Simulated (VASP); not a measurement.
Crystal: Ir.

```xyz
1
Lattice="0.0000 1.9144 1.9144 1.9144 0.0000 1.9144 1.9144 1.9144 0.0000" Properties=species:S:1:pos:R:3 pbc="T T T"
Ir    0.0000    0.0000    0.0000
```

Base run:

```yaml
Program: VASP 6.6.1
Functional: PBEsol
Potentials_or_basis: VASP PAW PBE potentials, release 64 (Ir)
Cutoff: 520 eV
k_mesh: 12 × 12 × 12
Occupations: gaussian, width 0.1 eV
Spin: no spin polarisation
```

Its results: pressure 1.0 GPa.

Task: The run is repeated on the same cell with these changes: potentials or basis from VASP PAW PBE potentials, release 64 (Ir) to VASP PAW PBE potentials, release 64 (Ir_sv_GW); cutoff from 520 eV to 500 eV; further incar settings from ALGO = Normal; EDIFF = 1e-06; NBANDS = 10 to ALGO = Normal; EDIFF = 1e-06; NBANDS = 14; valence electrons from 9 to 17. What comes out?

Result: Pressure -3.3 GPa.

Caveats: the PAW data sets were made with another functional, which shifts forces and pressure a little.
